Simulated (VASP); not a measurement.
Set up this calculation in VASP 6.6.1, as the native input.

```yaml
Task: single point
Functional: LDA
Potentials_or_basis: VASP PAW LDA potentials, release 64 (Ba_sv)
Cutoff: 520 eV
k_mesh: 10 × 10 × 6
Occupations: fermi-dirac, width 0.05 eV
Spin: no spin polarisation
Dipole_correction: no
Further_INCAR_settings: ALGO = Normal; EDIFF = 1e-06; NBANDS = 17
```

The structure of Ba lies in POSCAR:

```
Ba
1.0
    3.5962066800     -2.4298015500      0.0000000000
    3.5962066800      2.4298015500      0.0000000000
    0.0000000000      0.0000000000      7.2781340000
Ba
2
Direct
    0.7441300000      0.2558700000      0.2500000000
    0.2558700000      0.7441300000      0.7500000000
```

This cell differs from its parent crystal: x and y stretched by -1 %, z held.

The input as run:

INCAR

```
  ALGO = Normal
  EDIFF = 1E-6
  ENCUT = 520
  GGA = CA
  ISIF = 2
  ISMEAR = -1
  LASPH = True
  LCHARG = False
  LREAL = False
  LWAVE = False
  NBANDS = 17
  NELM = 100
  PREC = Accurate
  SIGMA = 0.05
```

KPOINTS

```
k-points
0
Gamma
  10 10 6
```

Potentials or basis: VASP PAW LDA potentials, release 64 (Ba_sv).

The run is started by

```console
$ cat potpaw_LDA.64/Ba_sv/POTCAR > POTCAR
$ mpirun -np 1 vasp_std > vasp.out
```

It gave:

```json
{
  "Pressure": "-1.3 GPa",
  "Largest force": "0.035 eV/Å",
  "Band gap on the k mesh": "zero (bands 10 and 11 overlap by 0.87 eV)"
}
```

Caveat: the cell differs from its parent crystal (x and y stretched by -1 %, z held); spin-orbit coupling is left out, which moves the levels of the heavy elements.

Wall time 2.8 min on 1 thread of Intel Xeon 8259CL (shared host), peak memory 0.35 GiB.
